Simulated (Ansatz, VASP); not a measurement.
## Two plane-wave programs on Cu3O2

The input INCAR:

```
ALGO = Normal
EDIFF = 1E-7
ENCUT = 520
GGA = CA
ISIF = 2
ISMEAR = 0
LASPH = True
LCHARG = False
LREAL = False
LWAVE = False
NBANDS = 30
NELM = 80
PREC = Accurate
SIGMA = 0.15
```

Contents of KPOINTS:

```
k-points
0
Gamma
  14 14 14
```

The input POSCAR:

```
Cu3O2
1.0
   -2.0136500000      2.0136500000      3.7799000000
    2.0136500000     -2.0136500000      3.7799000000
    2.0136500000      2.0136500000     -3.7799000000
Cu O
3 2
Direct
    0.2500000000      0.7500000000      0.5000000000
    0.7500000000      0.2500000000      0.5000000000
    0.0000000000      0.0000000000      0.0000000000
    0.0000000000      0.5000000000      0.5000000000
    0.5000000000      0.0000000000      0.5000000000
```

Input for Ansatz:

```yaml
crystal:
  lattice:
    - [-2.01365, 2.01365, 3.7799]
    - [2.01365, -2.01365, 3.7799]
    - [2.01365, 2.01365, -3.7799]
  atoms:
    - { symbol: Cu, position: [0.25, 0.75, 0.5] }
    - { symbol: Cu, position: [0.75, 0.25, 0.5] }
    - { symbol: Cu, position: [0.0, 0.0, 0.0] }
    - { symbol: O, position: [0.0, 0.5, 0.5] }
    - { symbol: O, position: [0.5, 0.0, 0.5] }
basis:
  ecutwfc: 520.0
kpoints:
  mp_grid: { grid: [14, 14, 14] }
hamiltonian:
  xc: lda
  pseudopotentials: { kind: paw, azcp: { folder: soft_1 } }
scf:
  occupations: { method: gaussian, width: 0.15 }
output:
  forces: true
  stress: true
  eigenvalues: true
```

Alike in both runs: task single point; functional LDA; k mesh 14 × 14 × 14; occupations gaussian, width 0.15 eV; no spin polarisation.

|  | VASP | Ansatz |
| --- | --- | --- |
| version | VASP 6.6.1 | Ansatz 0.2.0 |
| potentials or method | VASP PAW LDA potentials, release 64 (Cu, O), cutoff 520 eV | scalar-relativistic, plane waves, PAW |
| valence electrons in the cell | 45 | 69 |

VASP gave:

- gap on the k mesh at the Fermi level (eV): none
- pressure (GPa): -15.2
- traceless stress, the component that is largest in VASP (GPa): -11.05

Q: Estimate Ansatz's values.

A: gap on the k mesh at the Fermi level (eV): none; pressure (GPa): -16.0; traceless stress, the component that is largest in VASP (GPa): -11.70.

Ansatz warns that its potentials were made for another functional, while VASP's fit it. LDA's correlation is that of Perdew and Zunger in VASP and of Perdew and Wang (1992) in Ansatz. A gap of «none» marks a metal or a gap that the smearing closes. VASP's potentials hold 45 valence electrons a cell and Ansatz's 69, so a difference there can come from the potentials and not from the codes.
